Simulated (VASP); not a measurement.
AgBr:

```
Ag Br
1.0
     0.00000    2.89276    2.89276
     2.89276    0.00000    2.89276
     2.89276    2.89276    0.00000
Ag Br
1 1
Direct
  0.00000 0.00000 0.00000
  0.50000 0.50000 0.50000
```

Program: VASP 6.6.1. Alike in all runs: task single point; potentials or basis VASP PAW PBE potentials, release 64 (Ag, Br); no spin polarisation; cell as given; k mesh 6 × 6 × 6; smearing gaussian 0.01 eV.

Question: Order these runs on this cell by their band gap on the k mesh, lowest first.
A. level r2SCAN; cutoff (eV) 550
B. level HSE06; cutoff (eV) 400; grid for exact exchange (PRECFOCK) Normal; share of exact exchange 0.25; screening parameter 0.2079 1/Å
C. level PBE; cutoff (eV) 500

Answer: C (0.68 eV), A (1.25 eV), B (2.01 eV).

A k mesh can miss the band edges.
